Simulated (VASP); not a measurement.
**Ca: single point with PBE**

The system is Ca.

```
CELL_PARAMETERS angstrom
3.98000 0.00000 0.00000
-1.99000 3.44678 0.00000
0.00000 0.00000 6.52000
ATOMIC_POSITIONS crystal
Ca 0.33333 0.66667 0.25000
Ca 0.66667 0.33333 0.75000
```

This isn't the form of Ca at room conditions, which is fcc.

```json
{"Program": "VASP 6.6.1", "Task": "single point", "Functional": "PBE", "Potentials or basis": "VASP PAW PBE potentials, release 64 (Ca_sv)", "Cutoff": "520 eV", "k mesh": "12 × 12 × 6", "Occupations": "gaussian, width 0.05 eV", "Spin": "no spin polarisation"}
```

| Property | Result |
| --- | --- |
| Pressure | -0.9 GPa |
| Band gap on the k mesh | zero (bands 10 and 11 overlap by 0.53 eV) |

Stress tensor (GPa, compression positive):
```
-0.88  0.00  0.00
 0.00 -0.88  0.00
 0.00  0.00 -0.79
```

Levels at points of the mesh, in eV from the Fermi level:
| k point | band 8 | band 9 | band 10 | band 11 | band 12 | band 13 |
| --- | --- | --- | --- | --- | --- | --- |
| (0.00, 0.00, 0.00) | -23.12 | -3.99 | -1.05 | -0.27 | 2.17 | 2.19 |
| (0.50, 0.00, 0.00) | -23.15 | -1.14 | -0.73 | 0.23 | 0.37 | 1.29 |
| (0.00, 0.00, 0.50) | -23.14 | -3.02 | -3.02 | 1.33 | 1.33 | 2.18 |
| (0.50, 0.00, 0.50) | -23.16 | -0.69 | -0.69 | 0.03 | 0.03 | 1.40 |

Run time: 80 s on 1 thread of Intel(R) Xeon(R) Platinum 8259CL CPU @ 2.50GHz (Skylake/Cascade Lake) (shared host), peak memory 0.25 GiB.
